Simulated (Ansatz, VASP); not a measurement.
Mn in VASP and in Ansatz

INCAR

```
PREC     = Accurate       # precision mode
ENCUT    = 520            # plane-wave cutoff, eV
EDIFF    = 1E-6           # SCF threshold, eV
ISMEAR   = -1             # smearing method
SIGMA    = 0.05           # smearing width, eV
LREAL    = F              # projectors in reciprocal space
LASPH    = T              # aspherical terms in the spheres
NELM     = 150            # most SCF steps
ALGO     = Normal         # electronic algorithm
ISIF     = 2              # what is computed and relaxed
LWAVE    = F              # write WAVECAR
LCHARG   = F              # write CHGCAR
ISPIN    = 2              # spin polarisation
MAGMOM   = 2.479 -2.479   # initial moments
LORBIT   = 11             # projections on sites
LMAXMIX  = 4              # l up to which the mixer works
GGA      = RE             # functional
NBANDS   = 24             # bands
```

The input KPOINTS:

```
regular mesh
0
Gamma
  13 13 13
```

File POSCAR:

```
Mn
1.0
    0.0000000000      2.3116093361      2.3116093361
    2.3116093361      0.0000000000      2.3116093361
    2.3116093361      2.3116093361      0.0000000000
Mn
2
Direct
    0.0000000000      0.0000000000      0.0000000000
    0.5000000000      0.5000000000      0.5000000000
```

Input for Ansatz:

```yaml
crystal:
  lattice:
    - [0.0, 2.3116093361, 2.3116093361]
    - [2.3116093361, 0.0, 2.3116093361]
    - [2.3116093361, 2.3116093361, 0.0]
  atoms:
    - { symbol: Mn, position: [0.0, 0.0, 0.0], spin: 2.479 }
    - { symbol: Mn, position: [0.5, 0.5, 0.5], spin: -2.479 }
hamiltonian:
  xc: revpbe
  pseudopotentials:
    kind: paw
    azcp:
      Mn: "pseudopotentials/Mn.paw.azcp"
basis:
  ecutwfc: 420
  fft_grid_basis: typed
kpoints:
  mp_grid: { grid: [13, 13, 13], shift: [0, 0, 0] }
magnetization:
  spin_polarized: true
scf:
  occupations: { method: fermi_dirac, width: 0.05 }
  lower_state_search: "off"
output:
  stress: true
```

Alike in both runs: task single point; functional revPBE; k mesh 13 × 13 × 13; occupations fermi-dirac, width 0.05 eV; collinear spin.

```csv
,VASP,Ansatz
version,VASP 6.6.1,Ansatz 0.2.0
potentials or method,"VASP PAW PBE potentials, release 64 (Mn_pv), cutoff 520 eV","plane waves (420 eV) with PAW, scalar-relativistic"
valence electrons in the cell,26,30
```

Ansatz gave:

| Item | Value |
| --- | --- |
| pressure (GPa) | 14.7 |
| net moment per atom (μB) | 0.00 |
| size of the moment on the site where the two differ most (μB) | 2.00 |

Q: What did VASP give for the same quantities?

A: Pressure (GPa): 14.9; net moment per atom (μB): 0.00; size of the moment on the site where the two differ most (μB): 2.13.

VASP's potentials were made for PBE, not for revPBE. Site moments also hang on the region over which each program counts them. The functional is the same, so the differences come from potentials, cutoffs and numerics. VASP's potentials hold 26 valence electrons a cell and Ansatz's 30, so a difference there can come from the potentials and not from the codes.
